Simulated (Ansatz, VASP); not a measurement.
**Bi in VASP and in Ansatz**

INCAR

```
  PREC = Accurate
  ENCUT = 520
  EDIFF = 1E-6
  ISMEAR = -1
  SIGMA = 0.08
  LREAL = False
  LASPH = True
  NELM = 100
  ALGO = Normal
  ISIF = 2
  LWAVE = False
  LCHARG = False
  GGA = PS
  NBANDS = 14
```

Contents of KPOINTS:

```
Automatic mesh
0
Gamma
  15 15 15
```

File POSCAR:

```
Bi
1.0
   -1.7378519044      1.7378519044      1.7378519044
    1.7378519044     -1.7378519044      1.7378519044
    1.7378519044      1.7378519044     -1.7378519044
Bi
1
Direct
    0.0000000000      0.0000000000      0.0000000000
```

Input for Ansatz:

```yaml
crystal:
  lattice:
    - [-1.7378519044, 1.7378519044, 1.7378519044]
    - [1.7378519044, -1.7378519044, 1.7378519044]
    - [1.7378519044, 1.7378519044, -1.7378519044]
  atoms:
    - { symbol: Bi, position: [0.0, 0.0, 0.0] }
kpoints:
  mp_grid: { grid: [15, 15, 15] }
scf:
  occupations: { method: fermi_dirac, width: 0.08 }
hamiltonian:
  xc: pbesol
  pseudopotentials: { kind: all_electron, lapw: { basis_error: 0.001 } }
output:
  forces: true
  stress: true
  eigenvalues: true
  populations: true
```

Change from the starting cell: volume scaled by 0.7, LAPW.

Alike in both runs: task single point; functional PBEsol; k mesh 15 × 15 × 15; occupations fermi-dirac, width 0.08 eV; no spin polarisation.

|  | VASP | Ansatz |
| --- | --- | --- |
| version | VASP 6.6.1 | Ansatz 0.2.0 |
| potentials or method | VASP PAW PBE potentials, release 64 (Bi_d), cutoff 520 eV | all-electron LAPW, scalar-relativistic |

```tsv
	VASP	Ansatz	Ansatz less VASP
pressure (GPa)	49.2	49.3	+0.11
```

VASP's potentials were made for PBE, not for PBEsol. Both programs put the cell under a high pressure, so it lies far from rest at this level. Ansatz ran all-electron here, and VASP with PAW potentials.

Spin-orbit coupling is off throughout.
